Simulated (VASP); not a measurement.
Here is a VASP 6.6.1 calculation.

POSCAR

```
MoS2
1.0
    6.4629290000      0.0000000000      0.0000000000
   -3.2314640000      5.5970600000      0.0000000000
    0.0000000000      0.0000000000      5.9657530000
Mo S
4 8
Direct
   -0.0027709996     -0.0020448235      0.0036236834
   -0.0032737001      0.4965740943     -0.0040043562
    0.4977614965     -0.0003944928      0.0020540576
    0.5061053306      0.5014039514      0.0032699979
    0.1729558458      0.3413091873      0.2514294507
    0.3282932173      0.1621939018      0.7417652055
    0.1603387801      0.8414669487      0.2514921419
    0.3428782249      0.6810082436      0.7410310149
    0.6702276482      0.3308072452      0.2606427051
    0.8308772513      0.1642390827      0.7312349338
    0.6671351833      0.8450452559      0.2633726204
    0.8321818911      0.6620777694      0.7365625094
```

Contents of INCAR.step1:

```
PREC     = Accurate       # precision mode
ENCUT    = 520            # plane-wave cutoff, eV
ISMEAR   = -1             # smearing method
SIGMA    = 0.026          # smearing width, eV
LREAL    = F              # projectors in reciprocal space
LASPH    = T              # aspherical terms in the spheres
NELM     = 80             # most SCF steps
NBANDS   = 64             # bands
GGA      = PE             # functional
ALGO     = Normal         # electronic algorithm
EDIFF    = 1E-4           # SCF threshold, eV
LWAVE    = T              # write WAVECAR
LCHARG   = F              # write CHGCAR
```

File INCAR.step2:

```
PREC     = Accurate       # precision mode
ENCUT    = 520            # plane-wave cutoff, eV
EDIFF    = 1E-6           # SCF threshold, eV
ISMEAR   = -1             # smearing method
SIGMA    = 0.026          # smearing width, eV
LREAL    = F              # projectors in reciprocal space
LASPH    = T              # aspherical terms in the spheres
NELM     = 80             # most SCF steps
ALGO     = Normal         # electronic algorithm
ISIF     = 2              # what is computed and relaxed
LWAVE    = F              # write WAVECAR
LCHARG   = F              # write CHGCAR
METAGGA  = R2SCAN         # meta-GGA
LMIXTAU  = T            
NBANDS   = 64             # bands
ISTART   = 1
```

The input KPOINTS:

```
regular mesh
0
Gamma
  3 3 2
```

Potentials or basis: VASP PAW PBE potentials, release 64 (Mo_sv, S).

The run is started by

```sh
$ cat potpaw_PBE.64/Mo_sv/POTCAR potpaw_PBE.64/S/POTCAR > POTCAR
$ cp INCAR.step1 INCAR
$ mpirun -np 1 vasp_std > vasp.out
$ cp INCAR.step2 INCAR
$ mpirun -np 1 vasp_std > vasp.out
```

**Question.** What does it give for the band gap on the k mesh?

**Answer.** Zero (bands 52 and 53 overlap by 0.92 eV).

**Question.** Estimate the largest force.

**Answer.** 1.155 eV/Å.

**Question.** Estimate the pressure.

**Answer.** 0.2 GPa.

Forces in eV/Å, atoms in the order of the input:
```
Mo  -0.715 -0.022 -0.907
Mo  -0.388 -0.043 -0.398
Mo   0.269  0.624 -0.497
Mo   0.496  0.288 -0.421
S   -0.134 -0.190  0.245
S   -0.029  0.482  0.314
S    0.576 -0.596  0.516
S   -0.029 -0.845  0.291
S   -0.207  0.417 -0.122
S    0.011  0.223  0.875
S    0.243 -0.595 -0.243
S   -0.093  0.258  0.347
```

Caveat: the k points lie up to 0.53 Å⁻¹ apart, too coarse for converged energies and pressures of a metal; the atoms stand as in a frame of molecular dynamics; the PAW data sets were made with another functional, which shifts forces and pressure a little.
